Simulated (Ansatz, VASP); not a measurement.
**AlNi3: VASP beside Ansatz**

```
Al Ni
1.0
     0.00000    2.57774    2.57774
     2.57774    0.00000    2.57774
     2.57774    2.57774    0.00000
Al Ni
1 3
Direct
  0.50000 0.50000 0.50000
  0.25000 0.25000 0.25000
  0.00000 0.00000 0.00000
  0.75000 0.75000 0.75000
```

Change from the starting cell: strain -0.080 along x and y, -0.080 along z, atoms carried along.

Alike in both runs: task single point; functional r2SCAN; k mesh 14 × 14 × 14; occupations gaussian, width 0.15 eV; no spin polarisation.

|  | VASP | Ansatz |
| --- | --- | --- |
| version | VASP 6.6.1 | Ansatz 0.2.0 |
| potentials or method | VASP PAW PBE potentials, release 64 (Al, Ni), cutoff 520 eV | scalar-relativistic, plane waves, PAW |
| valence electrons in the cell | 33 | 57 |

|  | VASP | Ansatz | Ansatz less VASP |
| --- | --- | --- | --- |
| gap on the k mesh at the Fermi level (eV) | none | none | - |
| pressure (GPa) | 88.4 | 88.4 | -0.02 |

VASP's potentials were made for PBE, not for r2SCAN. A gap of «none» marks a metal or a gap that the smearing closes. Both programs put the cell under a high pressure, so it lies far from rest at this level. VASP's potentials hold 33 valence electrons a cell and Ansatz's 57, so a difference there can come from the potentials and not from the codes.

Noted on VASP's run: the cell as given lies far from equilibrium.
